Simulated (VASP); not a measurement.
## KBr: single point with PBE

The system is KBr.

```xyz
2
Lattice="4.0435 0.0000 0.0000 0.0000 4.0435 0.0000 0.0000 0.0000 3.9828" Properties=species:S:1:pos:R:3 pbc="T T T"
K     0.0000    0.0000    0.0000
Br    2.0217    2.0217    1.9914
```

This cell differs from its parent crystal: strain -0.0150 x Voigt [0, 0, 1, 0, 0, 0].

```json
{
 "Program": "VASP 6.6.1",
 "Task": "single point",
 "Functional": "PBE",
 "Potentials or basis": "VASP PAW PBE potentials, release 64 (K_sv, Br)",
 "Cutoff": "520 eV",
 "k mesh": "6 × 6 × 6",
 "Occupations": "gaussian, width 0.05 eV",
 "Spin": "no spin polarisation"
}
```

```
Pressure               : 0.2 GPa
Band gap on the k mesh : 3.86 eV, indirect (least direct gap 4.11 eV)
```

Stress tensor (GPa, compression positive):
```
0.05 0.00 0.00
0.00 0.05 0.00
0.00 0.00 0.60
```

Levels at points of the mesh, in eV from the valence-band top:
```
           k point  band 4  band 5  band 6  band 7  band 8  band 9  band 10  band 11  band 12  band 13
(0.00, 0.00, 0.00)  -12.12  -12.12   -0.34   -0.34   -0.25    3.86     5.76     5.82     9.57     9.67
(0.50, 0.00, 0.00)  -12.10  -11.91   -2.03   -0.33   -0.23    6.49     7.11     7.66     8.88     9.67
(0.50, 0.50, 0.00)  -12.26  -12.09   -1.46   -1.46    0.00    5.15     6.54     8.10     8.10    10.33
(0.00, 0.00, 0.50)  -12.10  -11.93   -2.04   -0.31   -0.31    6.49     7.15     7.74     8.85     9.59
(0.50, 0.00, 0.50)  -12.26  -12.09   -1.48   -1.44   -0.07    5.19     6.43     7.94     7.99    10.30
(0.50, 0.50, 0.50)  -12.23  -12.23   -1.52   -1.49   -1.49    7.38     7.38     7.41     9.36     9.36
```

Wall time 14 s on 1 thread of Intel(R) Xeon(R) 6975P-C (Granite Rapids), on a shared host, peak memory 0.18 GiB.

Caveat: the cell differs from its parent crystal (strain -0.0150 x Voigt [0, 0, 1, 0, 0, 0]). A k mesh can miss the band edges.
